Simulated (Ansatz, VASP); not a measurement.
SnO2: VASP beside Ansatz

```
Sn O
1.0
     3.23201    1.86600    4.18244
    -3.23201    1.86600    4.18244
     0.00000   -3.73200    4.18244
Sn O
4 8
Direct
  0.86468 0.86468 0.86468
  0.36482 0.36482 0.86482
  0.36482 0.86482 0.36482
  0.86482 0.36482 0.36482
  0.12350 0.62335 0.62335
  0.62335 0.12350 0.62335
  0.62335 0.62335 0.12350
  0.60621 0.60621 0.60621
  0.12347 0.12347 0.12347
  0.10609 0.10609 0.60624
  0.10609 0.60624 0.10609
  0.60624 0.10609 0.10609
```

Alike in both runs: task single point; functional PBEsol; k mesh 6 × 6 × 6; occupations gaussian, width 0.05 eV; no spin polarisation.

|  | VASP | Ansatz |
| --- | --- | --- |
| version | VASP 6.6.1 | Ansatz 0.2.0 |
| potentials or method | VASP PAW PBE potentials, release 64 (Sn_d, O), cutoff 520 eV | scalar-relativistic, plane waves, PAW |
| valence electrons in the cell | 104 | 104 |

|  | VASP | Ansatz | Ansatz less VASP |
| --- | --- | --- | --- |
| gap on the k mesh at the Fermi level (eV) | 1.65 | 1.67 | +0.014 |
| least direct gap on the mesh (eV) | 1.66 | 1.67 | +0.016 |
| pressure (GPa) | 3.8 | 3.0 | -0.81 |
| traceless stress, the component that is largest in VASP (GPa) | 0.78 | 1.35 | +0.567 |
| rms of the force components (eV/Å) | 0.271 | 0.243 | -0.0282 |

VASP's potentials were made for PBE, not for PBEsol, and Ansatz warns of the same on its side. Atom by atom the forces differ by 0.028 eV/Å (rms over components). The functional is the same, so the differences come from potentials, cutoffs and numerics.
